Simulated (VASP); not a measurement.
# SnO (Pmn2_1) in VASP: a series of runs, part 2 of 2

VASP 6.6.1.

## (3) Single point, PBEsol

INCAR reads:

```
PREC = Accurate ; ENCUT = 910
EDIFF = 1E-6 ; ISMEAR = -1
SIGMA = 0.05 ; LREAL = F
LASPH = T ; NELM = 120
ALGO = Normal ; ISIF = 2
LWAVE = F ; LCHARG = F
GGA = PS ; NBANDS = 28
GGA_COMPAT = F
```

KPOINTS reads:

```
regular mesh
0
Gamma
  8 5 6
```

POSCAR reads:

```
SnO
1.0
    3.3550050000      0.0000000000      0.0000000000
    0.0000000000      5.6741040000      0.0000000000
    0.0000000000      0.0000000000      4.2219700000
Sn O
2 2
Direct
    0.5000000000      0.7680910000      0.0131440000
    0.0000000000      0.2319090000      0.5131440000
    0.5000000000      0.1087500000      0.2368570000
    0.0000000000      0.8912500000      0.7368570000
```

Potentials or basis: VASP PAW PBE potentials, release 64 (Sn_d, O_h).

Started as:

```
$ cat potpaw_PBE.64/Sn_d/POTCAR potpaw_PBE.64/O_h/POTCAR > POTCAR
$ mpirun -np 1 vasp_std > vasp.out
```

OUTCAR:

```text
PREC = Accurate
   ENCUT = 910
   EDIFF = 1E-6
   ISMEAR = -1
   LREAL = F
   LASPH = T
   NELM = 120
   ISIF = 2
   GGA = PS

 ion  position               nearest neighbor table
   1  0.500  0.768  0.013-   3 2.15   4 2.16   4 2.16
   2  0.000  0.232  0.513-   4 2.15   3 2.16   3 2.16
   3  0.500  0.109  0.237-   1 2.15   2 2.16   2 2.16
   4  0.000  0.891  0.737-   2 2.15   1 2.16   1 2.16

  LATTYP: Found a simple orthorhombic cell.
 ALAT       =     3.3550050000
 B/A-ratio  =     1.2584094510
 C/A-ratio  =     1.6912356315

  Lattice vectors:

 A1 = (  -3.3550050000,   0.0000000000,   0.0000000000)
 A2 = (   0.0000000000,   0.0000000000,   4.2219700000)
 A3 = (   0.0000000000,   5.6741040000,   0.0000000000)

Analysis of symmetry for initial positions (statically):
=====================================================================
 Subroutine PRICEL returns:
 Original cell was already a primitive cell.

 Routine SETGRP: Setting up the symmetry group for a
 simple orthorhombic supercell.

 Subroutine GETGRP returns: Found  4 space group operations
 (whereof  2 operations were pure point group operations)
 out of a pool of  8 trial point group operations.

The static configuration has the point symmetry C_1h.
 The point group associated with its full space group is C_2v.

Analysis of symmetry for dynamics (positions and initial velocities):
=====================================================================
 Subroutine PRICEL returns:
 Original cell was already a primitive cell.

 Routine SETGRP: Setting up the symmetry group for a
 simple orthorhombic supercell.

 Subroutine GETGRP returns: Found  4 space group operations
 (whereof  2 operations were pure point group operations)
 out of a pool of  8 trial point group operations.

The dynamic configuration has the point symmetry C_1h.
 The point group associated with its full space group is C_2v.

 Subroutine INISYM returns: Found  4 space group operations
 (whereof  2 operations are pure point group operations),
 and found     1 'primitive' translations

----------------------------------------------------------------------------------------

                                     Primitive cell

  volume of cell :      80.3722

  direct lattice vectors                    reciprocal lattice vectors
     3.355005000  0.000000000  0.000000000     0.298062149  0.000000000  0.000000000
     0.000000000  5.674104000  0.000000000     0.000000000  0.176239279  0.000000000
     0.000000000  0.000000000  4.221970000     0.000000000  0.000000000  0.236856254

  length of vectors
     3.355005000  5.674104000  4.221970000     0.298062149  0.176239279  0.236856254

  position of ions in fractional coordinates (direct lattice)
     0.500000000  0.768091000  0.013144000
     0.000000000  0.231909000  0.513144000
     0.500000000  0.108750000  0.236857000
     0.000000000  0.891250000  0.736857000

  ion indices of the primitive-cell ions
   primitive index   ion index
                 1           1
                 2           2
                 3           3
                 4           4

----------------------------------------------------------------------------------------

 KPOINTS: regular mesh

Automatic generation of k-mesh.
 Grid dimensions read from file:
 generate k-points for:    8    5    6

 Generating k-lattice:

  Cartesian coordinates                     Fractional coordinates (reciprocal lattice)
     0.037257769  0.000000000  0.000000000     0.125000000  0.000000000  0.000000000
     0.000000000  0.035247856  0.000000000     0.000000000  0.200000000  0.000000000
     0.000000000  0.000000000  0.039476042     0.000000000  0.000000000  0.166666667

  Length of vectors
     0.037257769  0.035247856  0.039476042

  Shift w.r.t. Gamma in fractional coordinates (k-lattice)
     0.000000000  0.000000000  0.000000000

 Subroutine IBZKPT returns following result:
 ===========================================

 Found     60 irreducible k-points:

 Following reciprocal coordinates:
            Coordinates               Weight
  0.000000  0.000000  0.000000      1.000000
  0.125000  0.000000  0.000000      2.000000
  0.250000  0.000000  0.000000      2.000000
  0.375000  0.000000  0.000000      2.000000
  0.500000  0.000000  0.000000      1.000000
  0.000000  0.200000  0.000000      2.000000
[... 16 lines left out ...]
  0.250000  0.200000  0.166667      8.000000
  0.375000  0.200000  0.166667      8.000000
 [... further k-points ...]
   k-points           NKPTS =     60   k-points in BZ     NKDIM =     60   number of bands    NBANDS=     28
   number of dos      NEDOS =    301   number of ions     NIONS =      4
   total plane-waves  NPLWV =  84672
   dimension x,y,z NGX =    36 NGY =   56 NGZ =   42
   dimension x,y,z NGXF=    72 NGYF=  112 NGZF=   84
   ions per type =               2   2
   NGX,Y,Z   is equivalent  to a cutoff of  17.84, 16.41, 16.54 a.u.
   NGXF,Y,Z  is equivalent  to a cutoff of  35.68, 32.81, 33.08 a.u.
 SYSTEM =  unknown system
   PREC   = accura    normal or accurate (medium, high low for compatibility)
   ISTART =      0    job   : 0-new  1-cont  2-samecut
   ICHARG =      2    charge: 1-file 2-atom 10-const
   ISPIN  =      1    spin polarized calculation?
   LNONCOLLINEAR =      F non collinear calculations
   LSORBIT =      F    spin-orbit coupling
   LASPH  =      T    aspherical Exc in radial PAW
   ENCUT  =  910.0 eV  66.88 Ry    8.18 a.u.   8.25 13.96 10.38*2*pi/ulx,y,z
   NELM   =    120;   NELMIN=  2; NELMDL= -5     # of ELM steps
   EDIFF  = 0.1E-05   stopping-criterion for ELM
   LREAL  =      F    real-space projection
   EDIFFG = 0.1E-04   stopping-criterion for IOM
   NSW    =      0    number of steps for IOM
   IBRION =     -1    ionic relax: 0-MD 1-quasi-New 2-CG
   NFREE  =      0    steps in history (QN), initial steepest desc. (CG)
   ISIF   =      2    stress and relaxation
   ISYM   =      2    0-nonsym 1-usesym 2-fastsym
   POTIM  = 0.5000    time-step for ionic-motion
   TEBEG  =    0.0;   TEEND  =   0.0 temperature during run
   PSTRESS=    0.0 pullay stress
   NELECT =      40.0000    total number of electrons
   NUPDOWN=      -1.0000    fix difference up-down
   EMIN   =  10.00;   EMAX   =-10.00  energy-range for DOS
   EFERMI =   0.00;   METHOD = LEGACY
   ISMEAR =    -1;   SIGMA  =   0.05  broadening in eV -4-tet -1-fermi 0-gaus
   EFERMI_NEDOS =   21; number of points for ismear=-14 and -15
   IALGO  =     38    algorithm
   IMIX   =      4    mixing-type and parameters
     AMIX     =   0.40;   BMIX     =  1.00
     AMIX_MAG =   1.60;   BMIX_MAG =  1.00
  volume/ion in A,a.u.               =      20.09       135.59
  Fermi-wavevector in a.u.,A,eV,Ry     =   1.297357  2.451650 22.900458  1.683136
  Thomas-Fermi vector in A             =   2.428755
   LORBIT       =      0    0 simple, 1 ext, 2 COOP (PROOUT), +10 PAW based schemes
   GGA     = PS    functional components
   LHFCALC =     F    Hartree Fock is set to
   AEXX    =    0.0000 exact exchange contribution
   IVDW    =     0    specifies the selected vdW correction
   LEPSILON=     F    determine dielectric tensor
   LRPA    =     F    only Hartree local field effects (RPA)
 non-spin polarized calculation
  energy-cutoff  :      910.00
  volume of cell :       80.37
 maximum number of plane-waves:      5034
 NGX is ok and might be reduce to    36
   NGX = 17   NGY = 27   NGZ = 21

 number of electron      40.0000001 magnetization

 Free energy of the ion-electron system (eV)
  ---------------------------------------------------
  ext. energy  EPLUGINS =         0.00000000
  ---------------------------------------------------
  free energy    TOTEN  =       -23.81222349 eV

  energy without entropy =      -23.81222346  energy(sigma->0) =      -23.81222347

 E-fermi :   5.6039     XC(G=0):  -9.7669

 val. band max:        4.8985987310   @ k =   0.0000   0.0000   0.0000
 cond. band min:       6.3233559399   @ k =   0.3750   0.4000   0.0000
 fundamental gap:      1.4247572089
 Fermi energy:         5.6039330328

 k-point     1 :       0.0000    0.0000    0.0000
  band No.  band energies     occupation
      1     -16.2234      2.00000
      2     -15.8966      2.00000
      3     -15.8128      2.00000
      4     -15.7864      2.00000
      5     -15.7589      2.00000
      6     -15.7277      2.00000
[... 20 lines left out ...]
     27      13.5486      0.00000
[... 691 lines left out ...]
      6     -15.7335      2.00000
[... 20 lines left out ...]
     27      13.7559      0.00000
     28      14.7923      0.00000

 [... further k-points ...]
[... 5 lines left out ...]
  --------------------------------------------------------------------------------------
  -------------------------------------------------------------------------------------
  Total       -1.8284759     -1.3566083     -1.3423458      0.0000000      0.0000000      0.0000000
  in kB      -36.4497213    -27.0432856    -26.7589702      0.0000000      0.0000000      0.0000000
  external PRESSURE =     -30.0839923 kB  Pullay stress =       0.0000000 kB

 VOLUME and BASIS-vectors are now :
 -----------------------------------------------------------------------------
  energy-cutoff  :      910.00
  volume of cell :       80.37
      direct lattice vectors                 reciprocal lattice vectors
     3.355005000  0.000000000  0.000000000     0.298062149  0.000000000  0.000000000
     0.000000000  5.674104000  0.000000000     0.000000000  0.176239279  0.000000000
     0.000000000  0.000000000  4.221970000     0.000000000  0.000000000  0.236856254

 POSITION                                       TOTAL-FORCE (eV/Angst)
 -----------------------------------------------------------------------------------
      1.67750      4.35823      0.05549         0.000000      0.342982     -0.099123
      0.00000      1.31588      2.16648         0.000000     -0.342982     -0.099123
      1.67750      0.61706      1.00000         0.000000     -0.120727      0.099123
      0.00000      5.05705      3.11099         0.000000      0.120727      0.099123
 -----------------------------------------------------------------------------------
    total drift:                                0.000000      0.000000      0.001620

  FREE ENERGIE OF THE ION-ELECTRON SYSTEM (eV)
  ---------------------------------------------------
  free  energy   TOTEN  =       -23.8122234868 eV

  energy  without entropy=      -23.8122234565  energy(sigma->0) =      -23.81222347
```

Run time: 3.3 min. Hardware: 1 thread of Intel Xeon Platinum 8259CL at 2.50GHz (Skylake/Cascade Lake), shared host; peak memory 0.44 GiB.

Results:

```yaml
Free_energy: -23.8122 eV
Pressure: -3.0 GPa
Largest_force: 0.357 eV/Å
Band_gap_on_the_k_mesh: 1.42 eV (least direct gap 2.01 eV)
```

Forces in eV/Å, atoms in the order of the input:
```
Sn   0.000  0.343 -0.099
Sn   0.000 -0.343 -0.099
O    0.000 -0.121  0.099
O    0.000  0.121  0.099
```

Caveat: the cutoff is under 1.25 times the usual one of these potentials, so pressure, stress and relaxed cells hold a basis-set (Pulay) error; the cell stands under tension; the PAW data sets were made with another functional, which shifts forces and pressure a little; spin-orbit coupling is left out, which moves the levels of the heavy elements; an odd mesh through Γ misses points on the zone boundary, where band edges can lie.
